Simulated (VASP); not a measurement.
# Ca (I4_1/amd) in VASP: notebook

The runs below take Ca through single point, relaxation of shape and atoms at fixed volume, with PBE.

All numbers are computed with VASP 6.6.1; they aren't measurements. Logs are shortened: lines on timing, memory, paths and dates and some standing lists are left out, and cuts for length are marked.

### 1 The cell of the first run

Symmetry: I4_1/amd, No. 141, tetragonal system. The conventional cell has a = 6.710 Å, b = 6.710 Å, c = 3.633 Å, α = 90.00°, β = 90.00°, γ = 90.00°. Ca (site symmetry -4m2) has 10 Ca at 3.48 to 4.32 Å within 4.6 Å.

### 2 Single point, PBE (40.89 Å³/atom)

INCAR

```
ALGO     = Normal         # electronic algorithm
EDIFF    = 1E-6           # SCF threshold, eV
ENCUT    = 520            # plane-wave cutoff, eV
GGA      = PE             # functional
ISIF     = 2              # what is computed and relaxed
ISMEAR   = -1             # smearing method
LASPH    = T              # aspherical terms in the spheres
LCHARG   = F              # write CHGCAR
LREAL    = F              # projectors in reciprocal space
LWAVE    = F              # write WAVECAR
NBANDS   = 17             # bands
NELM     = 80             # most SCF steps
PREC     = Accurate       # precision mode
SIGMA    = 0.05           # smearing width, eV
```

KPOINTS

```
k-points
0
Gamma
  12 12 12
```

POSCAR

```
Ca
1.0
   -3.3550059606      3.3550059606      1.8163483468
    3.3550059606     -3.3550059606      1.8163483468
    3.3550059606      3.3550059606     -1.8163483468
Ca
2
Direct
   -0.3750000000     -0.1250000000     -0.2500000000
    0.3750000000      0.1250000000      0.2500000000
```

Potentials or basis: VASP PAW PBE potentials, release 64 (Ca_sv).

Started as:

```bash
> cat potpaw_PBE.64/Ca_sv/POTCAR > POTCAR
> mpirun -np 1 vasp_std > vasp.out
```

OUTCAR:

```text
EDIFF = 1E-6
   ENCUT = 520
   GGA = PE
   ISIF = 2
   ISMEAR = -1
   LASPH = T
   LREAL = F
   NELM = 80
   PREC = Accurate

 ion  position               nearest neighbor table
   1  0.625  0.875  0.750-
   2  0.375  0.125  0.250-

  LATTYP: Found a body centered tetragonal cell.
 ALAT       =     6.7100119212
 C/A-ratio  =     0.5413845365

  Lattice vectors:

 A1 = (  -3.3550059606,   3.3550059606,   1.8163483468)
 A2 = (   3.3550059606,  -3.3550059606,   1.8163483468)
 A3 = (   3.3550059606,   3.3550059606,  -1.8163483468)

Analysis of symmetry for initial positions (statically):
=====================================================================
 Subroutine PRICEL returns:
 Original cell was already a primitive cell.

 Routine SETGRP: Setting up the symmetry group for a
 body centered tetragonal supercell.

 Subroutine GETGRP returns: Found 16 space group operations
 (whereof  4 operations were pure point group operations)
 out of a pool of 16 trial point group operations.

The static configuration has the point symmetry C_2h.
 The point group associated with its full space group is D_4h.

Analysis of symmetry for dynamics (positions and initial velocities):
=====================================================================
 Subroutine PRICEL returns:
 Original cell was already a primitive cell.

 Routine SETGRP: Setting up the symmetry group for a
 body centered tetragonal supercell.

 Subroutine GETGRP returns: Found 16 space group operations
 (whereof  4 operations were pure point group operations)
 out of a pool of 16 trial point group operations.

The dynamic configuration has the point symmetry C_2h.
 The point group associated with its full space group is D_4h.

 Subroutine INISYM returns: Found 16 space group operations
 (whereof  4 operations are pure point group operations),
 and found     1 'primitive' translations

----------------------------------------------------------------------------------------

                                     Primitive cell

  volume of cell :      81.7797

  direct lattice vectors                    reciprocal lattice vectors
    -3.355005961  3.355005961  1.816348347     0.000000000  0.149031032  0.275277592
     3.355005961 -3.355005961  1.816348347     0.149031032  0.000000000  0.275277592
     3.355005961  3.355005961 -1.816348347     0.149031032  0.149031032  0.000000000

  length of vectors
     5.080477469  5.080477469  5.080477469     0.313030352  0.313030352  0.210761706

  position of ions in fractional coordinates (direct lattice)
     0.625000000  0.875000000  0.750000000
     0.375000000  0.125000000  0.250000000

  ion indices of the primitive-cell ions
   primitive index   ion index
                 1           1
                 2           2

----------------------------------------------------------------------------------------

 KPOINTS: k-points

Automatic generation of k-mesh.
 Grid dimensions read from file:
 generate k-points for:   12   12   12

 Generating k-lattice:

  Cartesian coordinates                     Fractional coordinates (reciprocal lattice)
     0.000000000  0.012419253  0.022939799     0.083333333 -0.000000000  0.000000000
     0.012419253  0.000000000  0.022939799    -0.000000000  0.083333333  0.000000000
     0.012419253  0.012419253  0.000000000     0.000000000  0.000000000  0.083333333

  Length of vectors
     0.026085863  0.026085863  0.017563476

  Shift w.r.t. Gamma in fractional coordinates (k-lattice)
     0.000000000  0.000000000  0.000000000

 Subroutine IBZKPT returns following result:
 ===========================================

 Found    163 irreducible k-points:

 Following reciprocal coordinates:
            Coordinates               Weight
  0.000000  0.000000  0.000000      1.000000
  0.083333  0.000000 -0.000000      8.000000
  0.166667  0.000000 -0.000000      8.000000
  0.250000  0.000000  0.000000      8.000000
  0.333333  0.000000  0.000000      8.000000
  0.416667  0.000000 -0.000000      8.000000
[... 16 lines left out ...]
  0.500000  0.166667 -0.000000     16.000000
 -0.416667  0.166667  0.000000     16.000000
 [... further k-points ...]
   k-points           NKPTS =    163   k-points in BZ     NKDIM =    163   number of bands    NBANDS=     17
   number of dos      NEDOS =    301   number of ions     NIONS =      2
   total plane-waves  NPLWV =  64000
   dimension x,y,z NGX =    40 NGY =   40 NGZ =   40
   dimension x,y,z NGXF=    80 NGYF=   80 NGZF=   80
   ions per type =               2
   NGX,Y,Z   is equivalent  to a cutoff of  13.09, 13.09, 13.09 a.u.
   NGXF,Y,Z  is equivalent  to a cutoff of  26.18, 26.18, 26.18 a.u.
 SYSTEM =  unknown system
   PREC   = accura    normal or accurate (medium, high low for compatibility)
   ISTART =      0    job   : 0-new  1-cont  2-samecut
   ICHARG =      2    charge: 1-file 2-atom 10-const
   ISPIN  =      1    spin polarized calculation?
   LNONCOLLINEAR =      F non collinear calculations
   LSORBIT =      F    spin-orbit coupling
   LASPH  =      T    aspherical Exc in radial PAW
   ENCUT  =  520.0 eV  38.22 Ry    6.18 a.u.   9.45  9.45  9.45*2*pi/ulx,y,z
   NELM   =     80;   NELMIN=  2; NELMDL= -5     # of ELM steps
   EDIFF  = 0.1E-05   stopping-criterion for ELM
   LREAL  =      F    real-space projection
   EDIFFG = 0.1E-04   stopping-criterion for IOM
   NSW    =      0    number of steps for IOM
   IBRION =     -1    ionic relax: 0-MD 1-quasi-New 2-CG
   NFREE  =      0    steps in history (QN), initial steepest desc. (CG)
   ISIF   =      2    stress and relaxation
   ISYM   =      2    0-nonsym 1-usesym 2-fastsym
   POTIM  = 0.5000    time-step for ionic-motion
   TEBEG  =    0.0;   TEEND  =   0.0 temperature during run
   PSTRESS=    0.0 pullay stress
   NELECT =      20.0000    total number of electrons
   NUPDOWN=      -1.0000    fix difference up-down
   EMIN   =  10.00;   EMAX   =-10.00  energy-range for DOS
   EFERMI =   0.00;   METHOD = LEGACY
   ISMEAR =    -1;   SIGMA  =   0.05  broadening in eV -4-tet -1-fermi 0-gaus
   EFERMI_NEDOS =   21; number of points for ismear=-14 and -15
   IALGO  =     38    algorithm
   IMIX   =      4    mixing-type and parameters
     AMIX     =   0.40;   BMIX     =  1.00
     AMIX_MAG =   1.60;   BMIX_MAG =  1.00
  volume/ion in A,a.u.               =      40.89       275.94
  Fermi-wavevector in a.u.,A,eV,Ry     =   1.023771  1.934647 14.260369  1.048108
  Thomas-Fermi vector in A             =   2.157523
   LORBIT       =      0    0 simple, 1 ext, 2 COOP (PROOUT), +10 PAW based schemes
   GGA     = PE    functional components
   LHFCALC =     F    Hartree Fock is set to
   AEXX    =    0.0000 exact exchange contribution
   IVDW    =     0    specifies the selected vdW correction
   LEPSILON=     F    determine dielectric tensor
   LRPA    =     F    only Hartree local field effects (RPA)
 non-spin polarized calculation
  energy-cutoff  :      520.00
  volume of cell :       81.78
 maximum number of plane-waves:      2239
 NGX is ok and might be reduce to    40
   NGX = 19   NGY = 19   NGZ = 19

 number of electron      19.9999996 magnetization

 Free energy of the ion-electron system (eV)
  ---------------------------------------------------
  ext. energy  EPLUGINS =         0.00000000
  ---------------------------------------------------
  free energy    TOTEN  =        -3.34343227 eV

  energy without entropy =       -3.31763580  energy(sigma->0) =       -3.33053404

 E-fermi :   1.9853     XC(G=0):  -7.8218

 val. band max:        1.9850277453   @ k =  -0.3333   0.5000   0.2500
 cond. band min:       1.9883103971   @ k =   0.3333   0.0833   0.0833
 fundamental gap:      0.0032826518
 Fermi energy:         1.9852722384

 k-point     1 :       0.0000    0.0000    0.0000
  band No.  band energies     occupation
      1     -40.0369      2.00000
      2     -39.9944      2.00000
      3     -21.1130      2.00000
      4     -21.1130      2.00000
      5     -20.9390      2.00000
      6     -20.9361      2.00000
[... 9 lines left out ...]
     16       5.3476      0.00000
     17       5.3546      0.00000

 k-point     2 :       0.0833    0.0000   -0.0000
  band No.  band energies     occupation
      1     -40.0355      2.00000
      2     -39.9942      2.00000
      3     -21.1121      2.00000
      4     -21.1083      2.00000
      5     -20.9501      2.00000
      6     -20.9467      2.00000
[... 9 lines left out ...]
     16       5.1006      0.00000
     17       5.1413      0.00000

 k-point     3 :       0.1667    0.0000   -0.0000
  band No.  band energies     occupation
      1     -40.0316      2.00000
      2     -39.9938      2.00000
      3     -21.1096      2.00000
      4     -21.0956      2.00000
      5     -20.9795      2.00000
      6     -20.9739      2.00000
[... 9 lines left out ...]
     16       4.7757      0.00000
     17       4.9262      0.00000

 k-point     4 :       0.2500    0.0000    0.0000
  band No.  band energies     occupation
      1     -40.0260      2.00000
      2     -39.9934      2.00000
      3     -21.1061      2.00000
      4     -21.0811      2.00000
      5     -21.0194      2.00000
      6     -21.0058      2.00000
[... 9 lines left out ...]
     16       4.6818      0.00000
     17       4.7082      0.00000
[... 343 lines left out ...]
      1     -40.0125      2.00000
      2     -39.9967      2.00000
      3     -21.1142      2.00000
      4     -21.0857      2.00000
      5     -21.0770      2.00000
      6     -21.0146      2.00000
[... 9 lines left out ...]
     16       4.7074      0.00000
     17       5.2795      0.00000

 k-point    23 :       0.5000    0.1667   -0.0000
  band No.  band energies     occupation
      1     -40.0152      2.00000
      2     -39.9982      2.00000
      3     -21.1031      2.00000
      4     -21.0693      2.00000
      5     -21.0633      2.00000
      6     -20.9951      2.00000
[... 9 lines left out ...]
     16       4.6355      0.00000
     17       5.3066      0.00000

 k-point    24 :      -0.4167    0.1667    0.0000
  band No.  band energies     occupation
      1     -40.0206      2.00000
      2     -39.9988      2.00000
      3     -21.1011      2.00000
      4     -21.0534      2.00000
      5     -21.0345      2.00000
      6     -20.9896      2.00000
[... 9 lines left out ...]
     16       4.5742      0.00000
     17       5.1944      0.00000

 [... further k-points ...]

------------------------ aborting loop because EDIFF is reached ----------------------------------------

  FORCE on cell =-STRESS in cart. coord.  units (eV):
  Direction    XX          YY          ZZ          XY          YZ          ZX
  --------------------------------------------------------------------------------------
  -------------------------------------------------------------------------------------
  Total        0.3725940      0.3725940      0.3868238      0.0000000     -0.0000000      0.0000000
  in kB        7.2996286      7.2996286      7.5784095      0.0000000     -0.0000000      0.0000000
  external PRESSURE =       7.3925555 kB  Pullay stress =       0.0000000 kB

 VOLUME and BASIS-vectors are now :
 -----------------------------------------------------------------------------
  energy-cutoff  :      520.00
  volume of cell :       81.78
      direct lattice vectors                 reciprocal lattice vectors
    -3.355005961  3.355005961  1.816348347     0.000000000  0.149031032  0.275277592
     3.355005961 -3.355005961  1.816348347     0.149031032  0.000000000  0.275277592
     3.355005961  3.355005961 -1.816348347     0.149031032  0.149031032  0.000000000

 POSITION                                       TOTAL-FORCE (eV/Angst)
 -----------------------------------------------------------------------------------
      3.35501      1.67750      1.36226        -0.000000     -0.000000     -0.000000
      0.00000      1.67750      0.45409         0.000000      0.000000      0.000000
 -----------------------------------------------------------------------------------
    total drift:                               -0.000000     -0.000000      0.000000

  FREE ENERGIE OF THE ION-ELECTRON SYSTEM (eV)
  ---------------------------------------------------
  free  energy   TOTEN  =        -3.3434322749 eV

  energy  without entropy=       -3.3176358018  energy(sigma->0) =       -3.33053404
```

It took 1.8 min on 1 thread of Intel Xeon 6975P-C (Granite Rapids), shared host; peak memory 0.36 GiB.

Results:

```yaml
Free_energy: -3.3434 eV
Pressure: 0.7 GPa
Band_gap_on_the_k_mesh: zero (bands 10 and 11 overlap by 0.99 eV)
```

(Part 1 of 3 ends here.)
